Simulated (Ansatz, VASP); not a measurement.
## TiO2 in VASP and in Ansatz

```xyz
12
Lattice="-3.7992 0.0000 0.0000 0.0000 -3.7992 0.0000 0.0000 0.0000 10.6969" Properties=species:S:1:pos:R:3 pbc="T T T"
Ti    0.0000   -3.7992    6.0606
Ti   -1.8996   -1.8996    1.2121
Ti   -1.8996    0.0000    3.6363
Ti    0.0000   -1.8996    8.4848
O     0.0000    0.0000    8.0630
O    -1.8996   -1.8996    3.2146
O    -1.8996    0.0000    5.6388
O     0.0000   -1.8996    0.7904
O    -1.8996    0.0000    1.6339
O     0.0000   -1.8996    6.4823
O     0.0000    0.0000    4.0581
O    -1.8996   -1.8996    8.9065
```

Alike in both runs: task single point; functional PBE; k mesh 7 × 7 × 3; occupations gaussian, width 0.05 eV; no spin polarisation.

|  | VASP | Ansatz |
| --- | --- | --- |
| version | VASP 6.6.1 | Ansatz 0.2.0 |
| potentials or method | VASP PAW PBE potentials, release 64 (Ti_sv, O), cutoff 520 eV | scalar-relativistic, plane waves, PAW |
| valence electrons in the cell | 96 | 96 |

Ansatz gave:

* gap on the k mesh at the Fermi level (eV): 1.72
* least direct gap on the mesh (eV): 2.04
* pressure (GPa): -6.1
* traceless stress, the component that is largest in VASP (GPa): -6.85
* rms of the force components (eV/Å): 0.259

Task: What did VASP give for the same quantities?

Result: gap on the k mesh at the Fermi level (eV): 1.70; least direct gap on the mesh (eV): 2.02; pressure (GPa): -5.6; traceless stress, the component that is largest in VASP (GPa): -6.79; rms of the force components (eV/Å): 0.253.

Atom by atom the forces differ by 0.015 eV/Å (rms over components). With one functional, cell and mesh, what is left measures potentials, basis and numerics.
